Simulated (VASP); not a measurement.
# TiNi (Pm-3m) in VASP: further runs, part 2 of 3

VASP 6.6.1.

## 3. Single point, PBEsol (volume scaled by 0.97)

INCAR

```
ALGO     = Normal         # electronic algorithm
EDIFF    = 1E-6           # SCF threshold, eV
ENCUT    = 520            # plane-wave cutoff, eV
GGA      = PS             # functional
ISIF     = 2              # what is computed and relaxed
ISMEAR   = 0              # smearing method
LASPH    = T              # aspherical terms in the spheres
LCHARG   = T              # write CHGCAR
LELF     = T              # ELF
LREAL    = F              # projectors in reciprocal space
LVHAR    = T            
LWAVE    = F              # write WAVECAR
NBANDS   = 18             # bands
NELM     = 60             # most SCF steps
PREC     = Accurate       # precision mode
SIGMA    = 0.1            # smearing width, eV
```

KPOINTS

```
k-points
0
Gamma
  14 14 14
```

POSCAR

```
TiNi
1.0
    2.9408558776      0.0000000000      0.0000000000
    0.0000000000      2.9408558776      0.0000000000
    0.0000000000      0.0000000000      2.9408558776
Ti Ni
1 1
Direct
    0.5000000000      0.5000000000      0.5000000000
    0.0000000000      0.0000000000      0.0000000000
```

Potentials or basis: VASP PAW PBE potentials, release 64 (Ti_sv, Ni).

Launch:

```
$ cat potpaw_PBE.64/Ti_sv/POTCAR potpaw_PBE.64/Ni/POTCAR > POTCAR
$ mpirun -np 1 vasp_std > vasp.out
```

OUTCAR:

```text
EDIFF = 1E-6
   ENCUT = 520
   GGA = PS
   ISIF = 2
   ISMEAR = 0
   LASPH = T
   LREAL = F
   NELM = 60
   PREC = Accurate

 ion  position               nearest neighbor table
   1  0.500  0.500  0.500-   2 2.55   2 2.55   2 2.55   2 2.55   2 2.55   2 2.55   2 2.55   2 2.55

   2  0.000  0.000  0.000-   1 2.55   1 2.55   1 2.55   1 2.55   1 2.55   1 2.55   1 2.55   1 2.55

  LATTYP: Found a simple cubic cell.
 ALAT       =     2.9408558776

  Lattice vectors:

 A1 = (   2.9408558776,   0.0000000000,   0.0000000000)
 A2 = (   0.0000000000,   2.9408558776,   0.0000000000)
 A3 = (   0.0000000000,   0.0000000000,   2.9408558776)

Analysis of symmetry for initial positions (statically):
=====================================================================
 Subroutine PRICEL returns:
 Original cell was already a primitive cell.

 Routine SETGRP: Setting up the symmetry group for a
 simple cubic supercell.

 Subroutine GETGRP returns: Found 48 space group operations
 (whereof 48 operations were pure point group operations)
 out of a pool of 48 trial point group operations.

The static configuration has the point symmetry O_h .

Analysis of symmetry for dynamics (positions and initial velocities):
=====================================================================
 Subroutine PRICEL returns:
 Original cell was already a primitive cell.

 Routine SETGRP: Setting up the symmetry group for a
 simple cubic supercell.

 Subroutine GETGRP returns: Found 48 space group operations
 (whereof 48 operations were pure point group operations)
 out of a pool of 48 trial point group operations.

The dynamic configuration has the point symmetry O_h .

 Subroutine INISYM returns: Found 48 space group operations
 (whereof 48 operations are pure point group operations),
 and found     1 'primitive' translations

----------------------------------------------------------------------------------------

                                     Primitive cell

  volume of cell :      25.4344

  direct lattice vectors                    reciprocal lattice vectors
     2.940855878  0.000000000  0.000000000     0.340037065  0.000000000  0.000000000
     0.000000000  2.940855878  0.000000000     0.000000000  0.340037065  0.000000000
     0.000000000  0.000000000  2.940855878     0.000000000  0.000000000  0.340037065

  length of vectors
     2.940855878  2.940855878  2.940855878     0.340037065  0.340037065  0.340037065

  position of ions in fractional coordinates (direct lattice)
     0.500000000  0.500000000  0.500000000
     0.000000000  0.000000000  0.000000000

  ion indices of the primitive-cell ions
   primitive index   ion index
                 1           1
                 2           2

----------------------------------------------------------------------------------------

 KPOINTS: k-points

Automatic generation of k-mesh.
 Grid dimensions read from file:
 generate k-points for:   14   14   14

 Generating k-lattice:

  Cartesian coordinates                     Fractional coordinates (reciprocal lattice)
     0.024288362  0.000000000  0.000000000     0.071428571  0.000000000  0.000000000
     0.000000000  0.024288362  0.000000000     0.000000000  0.071428571  0.000000000
     0.000000000  0.000000000  0.024288362     0.000000000  0.000000000  0.071428571

  Length of vectors
     0.024288362  0.024288362  0.024288362

  Shift w.r.t. Gamma in fractional coordinates (k-lattice)
     0.000000000  0.000000000  0.000000000

 Subroutine IBZKPT returns following result:
 ===========================================

 Found    120 irreducible k-points:

 Following reciprocal coordinates:
            Coordinates               Weight
  0.000000  0.000000  0.000000      1.000000
  0.071429  0.000000  0.000000      6.000000
  0.142857  0.000000  0.000000      6.000000
  0.214286  0.000000  0.000000      6.000000
  0.285714  0.000000  0.000000      6.000000
  0.357143  0.000000  0.000000      6.000000
[... 16 lines left out ...]
  0.285714  0.214286  0.000000     24.000000
  0.357143  0.214286  0.000000     24.000000
 [... further k-points ...]
   k-points           NKPTS =    120   k-points in BZ     NKDIM =    120   number of bands    NBANDS=     18
   number of dos      NEDOS =    301   number of ions     NIONS =      2
   total plane-waves  NPLWV =  13824
   dimension x,y,z NGX =    24 NGY =   24 NGZ =   24
   dimension x,y,z NGXF=    48 NGYF=   48 NGZF=   48
   ions per type =               1   1
   NGX,Y,Z   is equivalent  to a cutoff of  13.57, 13.57, 13.57 a.u.
   NGXF,Y,Z  is equivalent  to a cutoff of  27.13, 27.13, 27.13 a.u.
 SYSTEM =  unknown system
   PREC   = accura    normal or accurate (medium, high low for compatibility)
   ISTART =      0    job   : 0-new  1-cont  2-samecut
   ICHARG =      2    charge: 1-file 2-atom 10-const
   ISPIN  =      1    spin polarized calculation?
   LNONCOLLINEAR =      F non collinear calculations
   LSORBIT =      F    spin-orbit coupling
   LASPH  =      T    aspherical Exc in radial PAW
   ENCUT  =  520.0 eV  38.22 Ry    6.18 a.u.   5.47  5.47  5.47*2*pi/ulx,y,z
   NELM   =     60;   NELMIN=  2; NELMDL= -5     # of ELM steps
   EDIFF  = 0.1E-05   stopping-criterion for ELM
   LREAL  =      F    real-space projection
   EDIFFG = 0.1E-04   stopping-criterion for IOM
   NSW    =      0    number of steps for IOM
   IBRION =     -1    ionic relax: 0-MD 1-quasi-New 2-CG
   NFREE  =      0    steps in history (QN), initial steepest desc. (CG)
   ISIF   =      2    stress and relaxation
   ISYM   =      2    0-nonsym 1-usesym 2-fastsym
   POTIM  = 0.5000    time-step for ionic-motion
   TEBEG  =    0.0;   TEEND  =   0.0 temperature during run
   PSTRESS=    0.0 pullay stress
   NELECT =      22.0000    total number of electrons
   NUPDOWN=      -1.0000    fix difference up-down
   EMIN   =  10.00;   EMAX   =-10.00  energy-range for DOS
   EFERMI =   0.00;   METHOD = LEGACY
   ISMEAR =     0;   SIGMA  =   0.10  broadening in eV -4-tet -1-fermi 0-gaus
   EFERMI_NEDOS =   21; number of points for ismear=-14 and -15
   IALGO  =     38    algorithm
   IMIX   =      4    mixing-type and parameters
     AMIX     =   0.40;   BMIX     =  1.00
     AMIX_MAG =   1.60;   BMIX_MAG =  1.00
  volume/ion in A,a.u.               =      12.72        85.82
  Fermi-wavevector in a.u.,A,eV,Ry     =   1.559823  2.947638 33.103624  2.433048
  Thomas-Fermi vector in A             =   2.663125
   LORBIT       =      0    0 simple, 1 ext, 2 COOP (PROOUT), +10 PAW based schemes
   GGA     = PS    functional components
   LHFCALC =     F    Hartree Fock is set to
   AEXX    =    0.0000 exact exchange contribution
   IVDW    =     0    specifies the selected vdW correction
   LEPSILON=     F    determine dielectric tensor
   LRPA    =     F    only Hartree local field effects (RPA)
 non-spin polarized calculation
 Gauss-broadening in eV      SIGMA  =   0.10
  energy-cutoff  :      520.00
  volume of cell :       25.43
 maximum number of plane-waves:       715
 NGX is ok and might be reduce to    24
   NGX = 11   NGY = 11   NGZ = 11

 number of electron      21.9999993 magnetization

 Free energy of the ion-electron system (eV)
  ---------------------------------------------------
  ext. energy  EPLUGINS =         0.00000000
  ---------------------------------------------------
  free energy    TOTEN  =       -15.19639764 eV

  energy without entropy =      -15.18214871  energy(sigma->0) =      -15.18927318

 E-fermi :  10.0859     XC(G=0): -12.9243

 val. band max:       10.0699990435   @ k =   0.3571   0.2857   0.2857
 cond. band min:      10.0877216168   @ k =   0.3571   0.0714   0.0000
 fundamental gap:      0.0177225733
 Fermi energy:        10.0859151547

 k-point     1 :       0.0000    0.0000    0.0000
  band No.  band energies     occupation
      1     -46.7622      2.00000
      2     -22.9409      2.00000
      3     -22.9409      2.00000
      4     -22.9409      2.00000
      5       2.0443      2.00000
      6       5.9303      2.00000
[... 10 lines left out ...]
     17      19.0982      0.00000
     18      19.0982      0.00000

 k-point     2 :       0.0714    0.0000    0.0000
  band No.  band energies     occupation
      1     -46.7603      2.00000
      2     -22.9590      2.00000
      3     -22.9396      2.00000
      4     -22.9396      2.00000
      5       2.1492      2.00000
      6       5.9733      2.00000
[... 10 lines left out ...]
     17      19.3472      0.00000
     18      19.3472      0.00000
[... 442 lines left out ...]
 k-point    24 :       0.3571    0.2143    0.0000
  band No.  band energies     occupation
      1     -46.7162      2.00000
      2     -23.2118      2.00000
      3     -23.0495      2.00000
      4     -22.9063      2.00000
      5       4.8822      2.00000
      6       6.4787      2.00000
[... 10 lines left out ...]
     17      19.7356      0.00000
     18      23.9138      0.00000

 [... further k-points ...]
[... 5 lines left out ...]
  --------------------------------------------------------------------------------------
  -------------------------------------------------------------------------------------
  Total        0.8560845      0.8560845      0.8560845      0.0000000     -0.0000000     -0.0000000
  in kB       53.9269637     53.9269637     53.9269637      0.0000000     -0.0000000     -0.0000000
  external PRESSURE =      53.9269637 kB  Pullay stress =       0.0000000 kB

 VOLUME and BASIS-vectors are now :
 -----------------------------------------------------------------------------
  energy-cutoff  :      520.00
  volume of cell :       25.43
      direct lattice vectors                 reciprocal lattice vectors
     2.940855878  0.000000000  0.000000000     0.340037065  0.000000000  0.000000000
     0.000000000  2.940855878  0.000000000     0.000000000  0.340037065  0.000000000
     0.000000000  0.000000000  2.940855878     0.000000000  0.000000000  0.340037065

 POSITION                                       TOTAL-FORCE (eV/Angst)
 -----------------------------------------------------------------------------------
      1.47043      1.47043      1.47043         0.000000      0.000000      0.000000
      0.00000      0.00000      0.00000         0.000000      0.000000      0.000000
 -----------------------------------------------------------------------------------
    total drift:                                0.000000      0.000000     -0.000000

  FREE ENERGIE OF THE ION-ELECTRON SYSTEM (eV)
  ---------------------------------------------------
  free  energy   TOTEN  =       -15.1963976374 eV

  energy  without entropy=      -15.1821487131  energy(sigma->0) =      -15.18927318
```

Wall time 18 s (1 thread of Intel Xeon 6975P-C (Granite Rapids), shared host); peak memory 0.18 GiB.

What came out:

| Item | Value |
| --- | --- |
| Free energy | -15.1964 eV |
| Pressure | 5.4 GPa |
| Band gap on the k mesh | zero (band 11 reaches 10.64 eV, above the bottom of band 12 at 8.77 eV) |

Caveat: the cell differs from its parent crystal (volume scaled by 0.97); the PAW data sets were made with another functional, which shifts forces and pressure a little. Spin polarisation is off, so any magnetic state and its effect on volume and gap are missing.

## 4. Single point, PBEsol

This run uses another cell than the first one, of 13.34 Å³/atom, 1.082 times its volume.

INCAR

```
PREC     = Accurate       # precision mode
ENCUT    = 520            # plane-wave cutoff, eV
EDIFF    = 1E-6           # SCF threshold, eV
ISMEAR   = 0              # smearing method
SIGMA    = 0.1            # smearing width, eV
LREAL    = F              # projectors in reciprocal space
LASPH    = T              # aspherical terms in the spheres
NELM     = 60             # most SCF steps
ALGO     = Fast           # electronic algorithm
ISIF     = 2              # what is computed and relaxed
LWAVE    = F              # write WAVECAR
LCHARG   = F              # write CHGCAR
GGA      = PS             # functional
NBANDS   = 18             # bands
```

KPOINTS

```
regular mesh
0
Gamma
  14 14 14
```

POSCAR

```
TiNi
1.0
    2.9880661300      0.0000000000      0.0000000000
    0.0000000000      2.9880661300      0.0000000000
    0.0000000000      0.0000000000      2.9880661300
Ti Ni
1 1
Direct
    0.5000000000      0.5000000000      0.5000000000
    0.0000000000      0.0000000000      0.0000000000
```

Launch:

```
$ cat potpaw_PBE.64/Ti_sv/POTCAR potpaw_PBE.64/Ni/POTCAR > POTCAR
$ mpirun -np 1 vasp_std > vasp.out
```

It took 28 s on 1 thread of Intel Xeon 6975P-C (Granite Rapids), shared host; peak memory 0.18 GiB.

Results (log left out):

| Item | Value |
| --- | --- |
| Free energy | -15.2047 eV |
| Pressure | -3.1 GPa |
| Band gap on the k mesh | zero (band 11 reaches 9.96 eV, above the bottom of band 12 at 8.21 eV) |

Levels at points of the mesh, in eV from the Fermi level:
| k point | band 8 | band 9 | band 10 | band 11 | band 12 | band 13 | band 14 | band 15 |
| --- | --- | --- | --- | --- | --- | --- | --- | --- |
| (0.00, 0.00, 0.00) | -1.98 | -1.98 | -1.98 | 0.46 | 0.46 | 2.62 | 2.62 | 2.62 |
| (0.50, 0.00, 0.00) | -2.08 | -2.08 | -1.67 | -0.73 | -0.59 | 0.65 | 0.65 | 2.26 |
| (0.50, 0.50, 0.00) | -2.74 | -1.27 | -0.73 | 0.50 | 0.50 | 0.93 | 2.32 | 2.32 |
| (0.50, 0.50, 0.50) | -2.14 | -2.14 | -2.14 | -1.25 | -1.25 | 3.15 | 3.15 | 6.21 |

Caveat: the PAW data sets were made with another functional, which shifts forces and pressure a little.

## 5. Single point, PBEsol (volume scaled by 1.03)

INCAR, as its differences from that of step 4:

```diff
@@ -7,3 +7,3 @@
 LASPH    = T              # aspherical terms in the spheres
-NELM     = 60             # most SCF steps
+NELM     = 80             # most SCF steps
 ALGO     = Fast           # electronic algorithm
@@ -11,4 +11,6 @@
 LWAVE    = F              # write WAVECAR
-LCHARG   = F              # write CHGCAR
+LCHARG   = T              # write CHGCAR
 GGA      = PS             # functional
+LELF     = T              # ELF
+LVHAR    = T            
 NBANDS   = 18             # bands
```

KPOINTS is that of step 4.

POSCAR

```
TiNi
1.0
    3.0002831185      0.0000000000      0.0000000000
    0.0000000000      3.0002831185      0.0000000000
    0.0000000000      0.0000000000      3.0002831185
Ti Ni
1 1
Direct
    0.5000000000      0.5000000000      0.5000000000
    0.0000000000      0.0000000000      0.0000000000
```

Launch:

```
$ cat potpaw_PBE.64/Ti_sv/POTCAR potpaw_PBE.64/Ni/POTCAR > POTCAR
$ mpirun -np 1 vasp_std > vasp.out
```

Wall time 27 s (1 thread of Intel Xeon 6975P-C (Granite Rapids), shared host); peak memory 0.18 GiB.

The run converged. Its results:

- Free energy: -15.1965 eV
- Pressure: -5.0 GPa
- Band gap on the k mesh: zero (band 11 reaches 9.79 eV, above the bottom of band 12 at 8.07 eV)

Levels at points of the mesh, in eV from the Fermi level:
```
           k point  band 9  band 10  band 11  band 12  band 13  band 14
(0.00, 0.00, 0.00)   -1.95    -1.95     0.45     0.45     2.58     2.58
(0.50, 0.00, 0.00)   -2.05    -1.65    -0.71    -0.59     0.65     0.65
(0.50, 0.50, 0.00)   -1.25    -0.72     0.49     0.49     0.91     2.28
(0.50, 0.50, 0.50)   -2.10    -2.10    -1.23    -1.23     3.10     3.10
```

Caveat: the cell differs from its parent crystal (volume scaled by 1.03); the PAW data sets were made with another functional, which shifts forces and pressure a little. Spin polarisation is off, so any magnetic state and its effect on volume and gap are missing.

[end of part 2 of 3]
